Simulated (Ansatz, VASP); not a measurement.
MgO: VASP beside Ansatz

The input POSCAR:

```
MgO
1.0
    0.0000000000      2.0592549449      2.0592549449
    2.0592549449      0.0000000000      2.0592549449
    2.0592549449      2.0592549449      0.0000000000
Mg O
1 1
Direct
    0.0000000000      0.0000000000      0.0000000000
    0.5000000000      0.5000000000      0.5000000000
```

Contents of INCAR.step1:

```
PREC     = Accurate       # precision mode
ENCUT    = 750            # plane-wave cutoff, eV
ISMEAR   = 0              # smearing method
SIGMA    = 0.02           # smearing width, eV
LREAL    = False          # projectors in reciprocal space
LASPH    = True           # aspherical terms in the spheres
NELM     = 120            # most SCF steps
NBANDS   = 15             # bands
GGA      = PE             # functional
ALGO     = Normal         # electronic algorithm
EDIFF    = 1E-5           # SCF threshold, eV
LWAVE    = True           # write WAVECAR
LCHARG   = False          # write CHGCAR
GGA_COMPAT= False
```

INCAR.step2

```
PREC     = Accurate       # precision mode
ENCUT    = 750            # plane-wave cutoff, eV
EDIFF    = 1E-6           # SCF threshold, eV
ISMEAR   = 0              # smearing method
SIGMA    = 0.02           # smearing width, eV
LREAL    = False          # projectors in reciprocal space
LASPH    = True           # aspherical terms in the spheres
NELM     = 120            # most SCF steps
ALGO     = Normal         # electronic algorithm
ISIF     = 2              # what is computed and relaxed
LWAVE    = False          # write WAVECAR
LCHARG   = False          # write CHGCAR
METAGGA  = R2SCAN         # meta-GGA
LMIXTAU  = True         
NBANDS   = 15             # bands
ISTART   = 1            
GGA_COMPAT= False
```

KPOINTS

```
Automatic mesh
0
Gamma
  10 10 10
```

Input for Ansatz:

```yaml
crystal:
  lattice:
    - [0.0, 2.0592549449, 2.0592549449]
    - [2.0592549449, 0.0, 2.0592549449]
    - [2.0592549449, 2.0592549449, 0.0]
  atoms:
    - { symbol: Mg, position: [0.0, 0.0, 0.0] }
    - { symbol: O, position: [0.5, 0.5, 0.5] }
basis:
  ecutwfc: 500
kpoints:
  mp_grid: { grid: [10, 10, 10] }
hamiltonian:
  xc: r2scan
scf:
  occupations: { method: gaussian, width: 0.02 }
output:
  forces: true
  stress: true
  eigenvalues: true
```

Alike in both runs: task single point; functional r2SCAN; k mesh 10 × 10 × 10; occupations gaussian, width 0.02 eV; no spin polarisation.

|  | VASP | Ansatz |
| --- | --- | --- |
| version | VASP 6.6.1 | Ansatz 0.2.0 |
| potentials or method | VASP PAW PBE potentials, release 64 (Mg_sv, O), cutoff 750 eV | scalar-relativistic, plane waves, PAW |
| valence electrons in the cell | 16 | 16 |

Ansatz gave:

| Item | Value |
| --- | --- |
| gap on the k mesh at the Fermi level (eV) | 6.34 |
| least direct gap on the mesh (eV) | 6.34 |
| pressure (GPa) | 11.7 |

Problem. Estimate VASP's values.

Solution. gap on the k mesh at the Fermi level (eV): 6.36; least direct gap on the mesh (eV): 6.36; pressure (GPa): 11.3.

VASP's potentials were made for PBE, not for r2SCAN.
